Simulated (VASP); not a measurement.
Zn:

```xyz
2
Lattice="2.6648 0.0000 0.0000 -1.3324 2.3078 0.0000 0.0000 0.0000 4.9467" Properties=species:S:1:pos:R:3 pbc="T T T"
Zn    0.0000    1.5385    1.2367
Zn    1.3324    0.7693    3.7100
```

```yaml
Program: VASP 6.6.1
Task: relaxation of cell and atoms
Functional: r2SCAN
Potentials_or_basis: VASP PAW PBE potentials, release 64 (Zn)
Cutoff: 600 eV
k_mesh: 9 × 9 × 4
Occupations: gaussian, width 0.1 eV
Spin: no spin polarisation
```

At the start: pressure -4.4 GPa; volume 15.21 Å³/atom.

Q: Where does the relaxation end?

A: Over 9 steps the energy falls by 20.1 meV/atom and the volume is 14.23 Å³/atom (-6.5 %); space group P6_3/mmc (No. 194, to 0.05 Å).

The path:
| step | energy change (eV) | largest force (eV/Å) | pressure (GPa) | volume (Å³) |
| --- | --- | --- | --- | --- |
| 1 | 0.0000 | 0.0000 | -4.40 | 30.42 |
| 2 | -0.0263 | 0.0000 | 0.38 | 28.62 |
| 3 | -0.0263 | 0.0000 | 0.00 | 28.73 |
| 4 | -0.0303 | 0.0000 | 0.13 | 28.62 |
| 5 | -0.0394 | 0.0000 | 0.74 | 28.35 |
| 6 | -0.0397 | 0.0000 | 1.00 | 28.25 |
| 7 | -0.0398 | 0.0000 | 0.75 | 28.29 |
| 8 | -0.0396 | 0.0000 | -0.41 | 28.67 |
| 9 | -0.0403 | 0.0000 | 0.31 | 28.45 |

Final structure:
```
Zn
1.0
     2.64238    0.00000    0.00000
    -1.32119    2.28837    0.00000
     0.00000    0.00000    4.70508
Zn
2
Cartesian
  0.0000 1.5256 1.1763
  1.3212 0.7628 3.5288
```

Caveat: the PAW data sets were made with another functional, which shifts forces and pressure a little.
